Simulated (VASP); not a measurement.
Write the native input for VASP 6.6.1 that does the following.

| Property | Result |
| --- | --- |
| Task | single point |
| Functional | PBE |
| Dispersion | D3(BJ) |
| Potentials or basis | VASP PAW PBE potentials, release 64 (Al, C, H) |
| Cutoff | 520 eV |
| k mesh | 3 × 2 × 1 |
| Occupations | gaussian, width 0.05 eV |
| Spin | no spin polarisation |
| Dipole correction | no |
| Further INCAR settings | LREAL = Auto; ALGO = Normal; EDIFF = 1e-06; NBANDS = 48 |

The structure of Al18H4C lies in POSCAR:

```
Al18H4C
1.0
    5.7275650000      0.0000000000      0.0000000000
    4.2956740000      7.4403250000      0.0000000000
    0.0000000000      0.0000000000     17.6765370000
Al C H
18 1 4
Direct
    0.1666665958      0.1111111410      0.0565722234
    0.6666666831      0.1111111410      0.0565722234
    0.1666667458      0.4444444295      0.0565722234
    0.6666666585      0.4444444295      0.0565722234
    0.1666666204      0.7777778524      0.0565722234
    0.6666667077      0.7777778524      0.0565722234
   -0.1666940932      0.2221393555      0.1882481280
    0.3333650260      0.2220687940      0.1881754894
   -0.1666254172      0.5554161949      0.1878514440
    0.3332905015      0.5555023470      0.1880267046
   -0.1665333922      0.8886439772      0.1879422989
    0.3333926483      0.8886658849      0.1880363784
    0.0001896625     -0.0005191978      0.3197443594
    0.5005041055     -0.0007346453      0.3195186931
   -0.0001768633      0.3334207847      0.3195477146
    0.4996380277      0.3334307305      0.3197287455
   -0.0001175599      0.6665250510      0.3191214999
    0.4999239132      0.6666214177      0.3193736420
    0.8258475018      0.6685935090      0.5238473463
    0.6226090789      0.7679682003      0.5050344986
    0.8816317262      0.5374357975      0.4992148066
    0.9689519070      0.7099449285      0.5048676672
    0.8305292227      0.6591030634      0.5856845716
```

These files were run (other wordings do the same):

INCAR

```
ALGO = Normal ; EDIFF = 1E-6
ENCUT = 520 ; GGA = PE
ISIF = 2 ; ISMEAR = 0
IVDW = 12 ; LASPH = T
LCHARG = F ; LREAL = Auto
LWAVE = F ; NBANDS = 48
NELM = 80 ; PREC = Accurate
SIGMA = 0.05
```

KPOINTS

```
k-points
0
Gamma
  3 2 1
```

Potentials or basis: VASP PAW PBE potentials, release 64 (Al, C, H).

Launch:

```console
$ cat potpaw_PBE.64/Al/POTCAR potpaw_PBE.64/C/POTCAR potpaw_PBE.64/H/POTCAR > POTCAR
$ mpirun -np 1 vasp_std > vasp.out
```

Results of the run:

The largest force is 0.029 eV/Å and the band gap on the k mesh is zero (filled and empty bands touch). The dispersion energy per atom is -0.186 eV.

Caveat: the k points lie up to 0.42 Å⁻¹ apart.

Wall time 3.1 min on 1 thread of Intel(R) Xeon(R) 6975P-C (Granite Rapids) (shared host), peak memory 0.82 GiB.
